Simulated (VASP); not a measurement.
# Cu (Fm-3m) in VASP: single point with PBE

Aim: the single point of Cu with PBE.

All numbers are computed with VASP 6.6.1; they aren't measurements. Logs are shortened: lines on timing, memory, paths and dates and some standing lists are left out, and cuts for length are marked.

## Step 1: The cell of the first run

Symmetry: Fm-3m, No. 225, cubic system. The conventional cell has a = 3.615 Å, b = 3.615 Å, c = 3.615 Å, α = 90.00°, β = 90.00°, γ = 90.00°. Within 3.4 Å of Cu (site symmetry m-3m) lie 12 Cu at 2.56 Å.

## Step 2: Single point, PBE

The input, INCAR:

```
ALGO = Fast ; EDIFF = 1E-6
ENCUT = 520 ; GGA = PE
ISIF = 2 ; ISMEAR = -1
LASPH = True ; LCHARG = True
LELF = True ; LREAL = Auto
LVHAR = True ; LWAVE = False
NBANDS = 168 ; NELM = 60
PREC = Accurate ; SIGMA = 0.05
```

The input, KPOINTS:

```
k-points
0
Gamma
  4 4 4
```

The input, POSCAR:

```
Cu
1.0
    0.0000000000      5.4225000000      5.4225000000
    5.4225000000      0.0000000000      5.4225000000
    5.4225000000      5.4225000000      0.0000000000
Cu
27
Direct
    0.0000000000      0.0000000000      0.0000000000
    0.0000000000      0.0000000000      0.3333333333
    0.0000000000      0.0000000000      0.6666666667
    0.0000000000      0.3333333333      0.0000000000
    0.0000000000      0.3333333333      0.3333333333
    0.0000000000      0.3333333333      0.6666666667
    0.0000000000      0.6666666667      0.0000000000
    0.0000000000      0.6666666667      0.3333333333
    0.0000000000      0.6666666667      0.6666666667
    0.3333333333      0.0000000000      0.0000000000
    0.3333333333      0.0000000000      0.3333333333
    0.3333333333      0.0000000000      0.6666666667
    0.3333333333      0.3333333333      0.0000000000
    0.3333333333      0.3333333333      0.3333333333
    0.3333333333      0.3333333333      0.6666666667
    0.3333333333      0.6666666667      0.0000000000
    0.3333333333      0.6666666667      0.3333333333
    0.3333333333      0.6666666667      0.6666666667
    0.6666666667      0.0000000000      0.0000000000
    0.6666666667      0.0000000000      0.3333333333
    0.6666666667      0.0000000000      0.6666666667
    0.6666666667      0.3333333333      0.0000000000
    0.6666666667      0.3333333333      0.3333333333
    0.6666666667      0.3333333333      0.6666666667
    0.6666666667      0.6666666667      0.0000000000
    0.6666666667      0.6666666667      0.3333333333
    0.6666666667      0.6666666667      0.6666666667
```

Potentials or basis: VASP PAW PBE potentials, release 64 (Cu).

On the command line:

```
> cat potpaw_PBE.64/Cu/POTCAR > POTCAR
> mpirun -np 1 vasp_std > vasp.out
```

OUTCAR:

```text
EDIFF = 1E-6
   ENCUT = 520
   GGA = PE
   ISIF = 2
   ISMEAR = -1
   LASPH = True
   LREAL = Auto
   NELM = 60
   PREC = Accurate

 ion  position               nearest neighbor table
   1  0.000  0.000  0.000-   2 2.56   3 2.56   4 2.56   6 2.56   7 2.56   8 2.56  10 2.56  12 2.56
                            16 2.56  19 2.56  20 2.56  22 2.56
   2  0.000  0.000  0.333-   1 2.56   4 2.56   5 2.56   8 2.56  10 2.56  11 2.56  17 2.56  20 2.56
                            23 2.56  21 2.56   9 2.56   3 2.56
   3  0.000  0.000  0.667-   1 2.56   6 2.56   7 2.56   9 2.56  12 2.56  18 2.56  19 2.56  21 2.56
                            24 2.56  11 2.56   5 2.56   2 2.56
   4  0.000  0.333  0.000-   1 2.56   2 2.56   5 2.56   6 2.56  10 2.56  13 2.56  15 2.56  22 2.56
                            23 2.56   9 2.56  25 2.56   7 2.56
   5  0.000  0.333  0.333-   2 2.56   4 2.56  11 2.56  13 2.56  14 2.56  23 2.56   3 2.56   7 2.56
                            24 2.56  26 2.56   6 2.56   8 2.56
   6  0.000  0.333  0.667-   1 2.56   3 2.56   4 2.56  12 2.56  15 2.56  22 2.56  24 2.56  14 2.56
                            27 2.56   5 2.56   8 2.56   9 2.56
   7  0.000  0.667  0.000-   1 2.56   3 2.56   8 2.56   9 2.56  16 2.56  18 2.56  19 2.56  25 2.56
                            26 2.56  13 2.56   5 2.56   4 2.56
   8  0.000  0.667  0.333-   1 2.56   2 2.56   7 2.56  16 2.56  17 2.56  20 2.56  26 2.56  14 2.56
                            27 2.56   6 2.56   5 2.56   9 2.56
   9  0.000  0.667  0.667-   3 2.56   7 2.56  18 2.56  21 2.56  25 2.56  27 2.56   4 2.56   2 2.56
                            15 2.56  17 2.56   6 2.56   8 2.56
  10  0.333  0.000  0.000-   1 2.56   2 2.56   4 2.56  11 2.56  12 2.56  13 2.56  15 2.56  16 2.56
                            17 2.56  21 2.56  25 2.56  19 2.56
  11  0.333  0.000  0.333-   2 2.56   5 2.56  10 2.56  13 2.56  14 2.56  17 2.56   3 2.56  18 2.56
                            19 2.56  26 2.56  20 2.56  12 2.56
[... 15 lines left out ...]
                            26 2.56  11 2.56  13 2.56  10 2.56
  20  0.667  0.000  0.333-   1 2.56   2 2.56   8 2.56  19 2.56  22 2.56  23 2.56  26 2.56  14 2.56
                            27 2.56  12 2.56  21 2.56  11 2.56
  21  0.667  0.000  0.667-   3 2.56   9 2.56  19 2.56  24 2.56  25 2.56  27 2.56  23 2.56  10 2.56
                            15 2.56   2 2.56  12 2.56  20 2.56
  22  0.667  0.333  0.000-   1 2.56   4 2.56   6 2.56  19 2.56  20 2.56  23 2.56  24 2.56  14 2.56
                            27 2.56  16 2.56  25 2.56  13 2.56
  23  0.667  0.333  0.333-   2 2.56   4 2.56   5 2.56  20 2.56  22 2.56  21 2.56  25 2.56  15 2.56
                            17 2.56  24 2.56  14 2.56  26 2.56
  24  0.667  0.333  0.667-   3 2.56   6 2.56  19 2.56  21 2.56  22 2.56  13 2.56   5 2.56  18 2.56
                            15 2.56  23 2.56  26 2.56  27 2.56
  25  0.667  0.667  0.000-   7 2.56   9 2.56  19 2.56  21 2.56  26 2.56  27 2.56  10 2.56  23 2.56
                            17 2.56   4 2.56  22 2.56  16 2.56
  26  0.667  0.667  0.333-   7 2.56   8 2.56  19 2.56  20 2.56  25 2.56  11 2.56   5 2.56  18 2.56
                            23 2.56  24 2.56  17 2.56  27 2.56
  27  0.667  0.667  0.667-   9 2.56  21 2.56  25 2.56  12 2.56  16 2.56  20 2.56   8 2.56  22 2.56
                             6 2.56  24 2.56  18 2.56  26 2.56

  LATTYP: Found a face centered cubic cell.
 ALAT       =    10.8450000000

  Lattice vectors:

 A1 = (   0.0000000000,   5.4225000000,   5.4225000000)
 A2 = (   5.4225000000,   0.0000000000,   5.4225000000)
 A3 = (   5.4225000000,   5.4225000000,   0.0000000000)

Analysis of symmetry for initial positions (statically):
=====================================================================
 Subroutine PRICEL returns following result:

  LATTYP: Found a face centered cubic cell.
 ALAT       =     3.6149999996

  Lattice vectors:

 A1 = (   0.0000000000,   1.8074999998,   1.8074999998)
 A2 = (   1.8074999998,   0.0000000000,   1.8074999998)
 A3 = (   1.8074999998,   1.8074999998,   0.0000000000)

  27 primitive cells build up your supercell.

 Routine SETGRP: Setting up the symmetry group for a
 face centered cubic supercell.

 Subroutine GETGRP returns: Found 48 space group operations
 (whereof 48 operations were pure point group operations)
 out of a pool of 48 trial point group operations.

The static configuration has the point symmetry O_h .

Analysis of symmetry for dynamics (positions and initial velocities):
=====================================================================
 Subroutine PRICEL returns following result:

  LATTYP: Found a face centered cubic cell.
 ALAT       =     3.6149999996

  Lattice vectors:

 A1 = (   0.0000000000,   1.8074999998,   1.8074999998)
 A2 = (   1.8074999998,   0.0000000000,   1.8074999998)
 A3 = (   1.8074999998,   1.8074999998,   0.0000000000)

  27 primitive cells build up your supercell.

 Routine SETGRP: Setting up the symmetry group for a
 face centered cubic supercell.

 Subroutine GETGRP returns: Found 48 space group operations
 (whereof 48 operations were pure point group operations)
 out of a pool of 48 trial point group operations.

The dynamic configuration has the point symmetry O_h .

 Subroutine INISYM returns: Found 48 space group operations
 (whereof 48 operations are pure point group operations),
 and found    27 'primitive' translations

----------------------------------------------------------------------------------------

                                     Primitive cell

  volume of cell :      11.8104

  direct lattice vectors                    reciprocal lattice vectors
     0.000000000  1.807500000  1.807500000    -0.276625173  0.276625173  0.276625173
     1.807500000  0.000000000  1.807500000     0.276625173 -0.276625173  0.276625173
     1.807500000  1.807500000  0.000000000     0.276625173  0.276625173 -0.276625173

  length of vectors
     2.556191014  2.556191014  2.556191014     0.479128854  0.479128854  0.479128854

  position of ions in fractional coordinates (direct lattice)
     0.000000000  0.000000000  0.000000000

  ion indices of the primitive-cell ions
   primitive index   ion index
                 1           1

----------------------------------------------------------------------------------------

 KPOINTS: k-points

Automatic generation of k-mesh.
 Grid dimensions read from file:
 generate k-points for:    4    4    4

 Generating k-lattice:

  Cartesian coordinates                     Fractional coordinates (reciprocal lattice)
    -0.023052098  0.023052098  0.023052098     0.250000000  0.000000000  0.000000000
     0.023052098 -0.023052098  0.023052098     0.000000000  0.250000000  0.000000000
     0.023052098  0.023052098 -0.023052098     0.000000000  0.000000000  0.250000000

  Length of vectors
     0.039927405  0.039927405  0.039927405

  Shift w.r.t. Gamma in fractional coordinates (k-lattice)
     0.000000000  0.000000000  0.000000000

 Subroutine IBZKPT returns following result:
 ===========================================

 Found      8 irreducible k-points:

 Following reciprocal coordinates:
            Coordinates               Weight
  0.000000  0.000000  0.000000      1.000000
  0.250000  0.000000  0.000000      8.000000
  0.500000  0.000000  0.000000      4.000000
  0.250000  0.250000  0.000000      6.000000
  0.500000  0.250000  0.000000     24.000000
 -0.250000  0.250000  0.000000     12.000000
  0.500000  0.500000  0.000000      3.000000
 -0.250000  0.500000  0.250000      6.000000
   k-points           NKPTS =      8   k-points in BZ     NKDIM =      8   number of bands    NBANDS=    168
   number of dos      NEDOS =    301   number of ions     NIONS =     27
   total plane-waves  NPLWV = 216000
   dimension x,y,z NGX =    60 NGY =   60 NGZ =   60
   dimension x,y,z NGXF=   120 NGYF=  120 NGZF=  120
   ions per type =              27
   NGX,Y,Z   is equivalent  to a cutoff of  13.01, 13.01, 13.01 a.u.
   NGXF,Y,Z  is equivalent  to a cutoff of  26.01, 26.01, 26.01 a.u.
 SYSTEM =  unknown system
   PREC   = accura    normal or accurate (medium, high low for compatibility)
   ISTART =      0    job   : 0-new  1-cont  2-samecut
   ICHARG =      2    charge: 1-file 2-atom 10-const
   ISPIN  =      1    spin polarized calculation?
   LNONCOLLINEAR =      F non collinear calculations
   LSORBIT =      F    spin-orbit coupling
   LASPH  =      T    aspherical Exc in radial PAW
   ENCUT  =  520.0 eV  38.22 Ry    6.18 a.u.  14.26 14.26 14.26*2*pi/ulx,y,z
   NELM   =     60;   NELMIN=  2; NELMDL= -5     # of ELM steps
   EDIFF  = 0.1E-05   stopping-criterion for ELM
   LREAL  =      T    real-space projection
   EDIFFG = 0.1E-04   stopping-criterion for IOM
   NSW    =      0    number of steps for IOM
   IBRION =     -1    ionic relax: 0-MD 1-quasi-New 2-CG
   NFREE  =      0    steps in history (QN), initial steepest desc. (CG)
   ISIF   =      2    stress and relaxation
   ISYM   =      2    0-nonsym 1-usesym 2-fastsym
   POTIM  = 0.5000    time-step for ionic-motion
   TEBEG  =    0.0;   TEEND  =   0.0 temperature during run
   PSTRESS=    0.0 pullay stress
   NELECT =     297.0000    total number of electrons
   NUPDOWN=      -1.0000    fix difference up-down
   EMIN   =  10.00;   EMAX   =-10.00  energy-range for DOS
   EFERMI =   0.00;   METHOD = LEGACY
   ISMEAR =    -1;   SIGMA  =   0.05  broadening in eV -4-tet -1-fermi 0-gaus
   EFERMI_NEDOS =   21; number of points for ismear=-14 and -15
   IALGO  =     68    algorithm
   IMIX   =      4    mixing-type and parameters
     AMIX     =   0.40;   BMIX     =  1.00
     AMIX_MAG =   1.60;   BMIX_MAG =  1.00
  volume/ion in A,a.u.               =      11.81        79.70
  Fermi-wavevector in a.u.,A,eV,Ry     =   1.598763  3.021224 34.777078  2.556043
  Thomas-Fermi vector in A             =   2.696162
   LORBIT       =      0    0 simple, 1 ext, 2 COOP (PROOUT), +10 PAW based schemes
   GGA     = PE    functional components
   LHFCALC =     F    Hartree Fock is set to
   AEXX    =    0.0000 exact exchange contribution
   IVDW    =     0    specifies the selected vdW correction
   LEPSILON=     F    determine dielectric tensor
   LRPA    =     F    only Hartree local field effects (RPA)
 non-spin polarized calculation
 RMM-DIIS sequential band-by-band and
  energy-cutoff  :      520.00
  volume of cell :      318.88
 maximum number of plane-waves:      8620
 NGX is ok and might be reduce to    60
   NGX = 29   NGY = 29   NGZ = 29

 number of electron     297.0000040 magnetization

 Free energy of the ion-electron system (eV)
  ---------------------------------------------------
  ext. energy  EPLUGINS =         0.00000000
  ---------------------------------------------------
  free energy    TOTEN  =      -100.56168870 eV

  energy without entropy =     -100.48828011  energy(sigma->0) =     -100.52498440

 E-fermi :   7.5001     XC(G=0): -12.7267

 val. band max:        7.4762605740   @ k =   0.2500   0.2500   0.0000
 cond. band min:       7.5014690803   @ k =   0.5000   0.5000   0.0000
 fundamental gap:      0.0252085062
 Fermi energy:         7.5001109630

 k-point     1 :       0.0000    0.0000    0.0000
  band No.  band energies     occupation
      1      -1.7667      2.00000
      2       1.5991      2.00000
      3       1.5991      2.00000
      4       1.5991      2.00000
      5       1.5991      2.00000
      6       1.5991      2.00000
[... 1293 lines left out ...]
    159       9.6615      0.00000
    160       9.8855      0.00000
 [bands above 160 left out]

------------------------ aborting loop because EDIFF is reached ----------------------------------------

  FORCE on cell =-STRESS in cart. coord.  units (eV):
  Direction    XX          YY          ZZ          XY          YZ          ZX
  --------------------------------------------------------------------------------------
  -------------------------------------------------------------------------------------
  Total        4.3295986      4.3295986      4.3295986      0.0000000      0.0000000      0.0000000
  in kB       21.7535199     21.7535199     21.7535199      0.0000000      0.0000000      0.0000000
  external PRESSURE =      21.7535199 kB  Pullay stress =       0.0000000 kB

 VOLUME and BASIS-vectors are now :
 -----------------------------------------------------------------------------
  energy-cutoff  :      520.00
  volume of cell :      318.88
      direct lattice vectors                 reciprocal lattice vectors
     0.000000000  5.422500000  5.422500000    -0.092208391  0.092208391  0.092208391
     5.422500000  0.000000000  5.422500000     0.092208391 -0.092208391  0.092208391
     5.422500000  5.422500000  0.000000000     0.092208391  0.092208391 -0.092208391

 POSITION                                       TOTAL-FORCE (eV/Angst)
 -----------------------------------------------------------------------------------
      0.00000      0.00000      0.00000        -0.000000     -0.000000     -0.000000
      1.80750      1.80750      0.00000         0.000000      0.000000      0.000000
      3.61500      3.61500      0.00000        -0.000000     -0.000000     -0.000000
      1.80750      0.00000      1.80750         0.000000      0.000000      0.000000
      3.61500      1.80750      1.80750        -0.000000      0.000000     -0.000000
      5.42250      3.61500      1.80750         0.000000      0.000000      0.000000
[... 19 lines left out ...]
      5.42250      5.42250      7.23000        -0.000000     -0.000000     -0.000000
      7.23000      7.23000      7.23000         0.000000     -0.000000      0.000000
 -----------------------------------------------------------------------------------
    total drift:                                0.000000      0.000000      0.000000

  FREE ENERGIE OF THE ION-ELECTRON SYSTEM (eV)
  ---------------------------------------------------
  free  energy   TOTEN  =      -100.5616887024 eV

  energy  without entropy=     -100.4882801051  energy(sigma->0) =     -100.52498440
```

It took 39 min on 1 thread of Oxide Virtual Turin-like, shared host; peak memory 0.61 GiB.

Results:

```yaml
Free_energy: -100.5617 eV
Pressure: 2.2 GPa
Band_gap_on_the_k_mesh: zero (an odd number of electrons rules out a gap without spin polarisation)
```

The gap in the log of VASP goes by the Fermi energy; the results here count the filled bands.